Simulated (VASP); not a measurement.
A run of VASP 6.6.1:

POSCAR

```
CdSiN2
1.0
    3.0339884445      0.0000000000      0.0000000000
    0.0000000000      3.0339884445      0.0000000000
    0.0000000000      0.0000000000      5.1102333328
Cd N Si
1 2 1
Direct
    0.0000000000      0.0000000000      0.0000000000
    0.0000000000      0.5000000000      0.3197391373
    0.5000000000      0.0000000000      0.6802608627
    0.5000000000      0.5000000000      0.5000000000
```

Contents of INCAR.step1:

```
SYSTEM = CdSiN2
ALGO = Normal ; EDIFF = 1E-5
ENCUT = 520 ; GGA = PE
ISIF = 2 ; ISMEAR = 0
LASPH = .TRUE. ; LCHARG = .FALSE.
LREAL = .FALSE. ; LWAVE = .TRUE.
NBANDS = 21 ; NELM = 100
PREC = Accurate ; SIGMA = 0.01
```

The input INCAR.step2:

```
SYSTEM = CdSiN2
ALGO = Normal ; EDIFF = 1E-7
ENCUT = 520 ; GGA = PE
HFSCREEN = 0.2079 ; ISIF = 2
ISMEAR = 0 ; ISTART = 1
LASPH = .TRUE. ; LCHARG = .FALSE.
LHFCALC = .TRUE. ; LREAL = .FALSE.
LWAVE = .FALSE. ; NBANDS = 21
NELM = 100 ; PREC = Accurate
PRECFOCK = Normal ; SIGMA = 0.01
```

The input KPOINTS:

```
k-points
0
G
  4 4 2
  0 0 0
```

Potentials or basis: VASP PAW PBE potentials, release 64 (Cd, N, Si).

The run is started by

```sh
$ cat potpaw_PBE.64/Cd/POTCAR potpaw_PBE.64/N/POTCAR potpaw_PBE.64/Si/POTCAR > POTCAR
$ cp INCAR.step1 INCAR
$ mpirun -np 1 vasp_std > vasp.out
$ cp INCAR.step2 INCAR
$ mpirun -np 1 vasp_std > vasp.out
```

Hardware: 1 thread of AMD EPYC 7R43 64-Core Processor (Zen 3), on a shared host.

Task: How long does it take, and how much memory?

Result: Run time: 14 min on 1 thread of AMD EPYC 7R43 64-Core Processor (Zen 3), on a shared host, peak memory 0.24 GiB. Counts: k points 12.
